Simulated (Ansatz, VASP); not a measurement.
## Two plane-wave programs on Cu

```xyz
2
Lattice="2.5566 0.0000 0.0000 -1.2783 2.2141 0.0000 0.0000 0.0000 4.2280" Properties=species:S:1:pos:R:3 pbc="T T T"
Cu    0.0000    1.4761    1.0570
Cu    1.2783    0.7380    3.1710
```

Alike in both runs: functional PBE; k mesh 17 × 17 × 9; occupations fermi-dirac, width 0.03 eV; no spin polarisation.

Ansatz relaxed the structure, and its values are those at the end. VASP's run is a single point on that final structure, the one shown.

|  | VASP | Ansatz |
| --- | --- | --- |
| version | VASP 6.6.1 | Ansatz 0.2.0 |
| potentials or method | VASP PAW PBE potentials, release 64 (Cu) | PAW with Ansatz's default frozen-core files, scalar-relativistic |
| plane-wave cutoff (eV) | 520 | 420 |
| valence electrons in the cell | 22 | 38 |

```csv
,VASP,Ansatz,Ansatz less VASP
pressure (GPa),0.6,0.0,-0.57
```

VASP's potentials hold 22 valence electrons a cell and Ansatz's 38, so a difference there can come from the potentials and not from the codes.
